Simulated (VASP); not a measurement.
# NaH: relaxation of cell and atoms with r2SCAN

Crystal: NaH.

```
Na H
1.0
     0.00000    2.41604    2.41604
     2.41604    0.00000    2.41604
     2.41604    2.41604    0.00000
Na H
1 1
Direct
  0.00000 0.00000 0.00000
  0.50000 0.50000 0.50000
```

```json
{
 "Program": "VASP 6.6.1",
 "Task": "relaxation of cell and atoms",
 "Functional": "r2SCAN",
 "Potentials or basis": "VASP PAW PBE potentials, release 64 (Na_pv, H)",
 "Cutoff": "600 eV",
 "k mesh": "8 × 8 × 8",
 "Occupations": "fermi-dirac, width 0.02 eV",
 "Spin": "no spin polarisation",
 "Dipole correction": "no",
 "Further INCAR settings": "ALGO = Normal; EDIFF = 1e-07; IBRION = 2; EDIFFG = -0.005; NSW = 80; ISIF = 3"
}
```

```json
{
  "Relaxed volume": "13.61 Å³/atom",
  "Relaxed cell": "a = 3.376 Å, b = 3.376 Å, c = 3.376 Å, α = 60.00°, β = 60.00°, γ = 60.00°",
  "Space group after relaxing (to 0.05 Å)": "Fm-3m (No. 225)",
  "Energy gained by relaxing": "1.4 meV/atom",
  "Ionic steps": "3",
  "Pressure after relaxing": "0.0 GPa",
  "Band gap on the k mesh": "4.43 eV, indirect (least direct gap 5.28 eV)"
}
```

Step by step:
```csv
step,energy change (eV),largest force (eV/Å),pressure (GPa),volume (Å³)
1,0.0000,0.0000,-0.70,28.21
2,-0.0011,0.0000,-0.55,27.96
3,-0.0029,0.0000,0.02,27.22
```

Final structure:
```cif
data_structure
_symmetry_space_group_name_H-M 'P 1'
_symmetry_Int_Tables_number 1
_cell_length_a 3.3763
_cell_length_b 3.3763
_cell_length_c 3.3763
_cell_angle_alpha 60.000
_cell_angle_beta 60.000
_cell_angle_gamma 60.000
_cell_volume 27.22
loop_
_atom_site_label
_atom_site_type_symbol
_atom_site_fract_x
_atom_site_fract_y
_atom_site_fract_z
_atom_site_occupancy
Na1 Na 0.00000 0.00000 0.00000 1
H1 H 0.50000 0.50000 0.50000 1
```

Levels at points of the mesh, in eV from the valence-band top:
| k point | band 2 | band 3 | band 4 | band 5 | band 6 | band 7 |
| --- | --- | --- | --- | --- | --- | --- |
| (0.00, 0.00, 0.00) | -22.83 | -22.83 | -3.65 | 11.77 | 16.63 | 16.63 |
| (0.50, 0.00, 0.00) | -22.85 | -22.85 | -0.85 | 4.43 | 11.95 | 14.14 |
| (0.50, 0.50, 0.00) | -22.87 | -22.87 | -0.18 | 5.27 | 10.84 | 11.62 |

It took 55 s on 1 thread of Intel Xeon 6975P-C, on a shared host, peak memory 0.16 GiB.

Caveat: the PAW data sets were made with another functional, which shifts forces and pressure a little. A k mesh can miss the band edges.
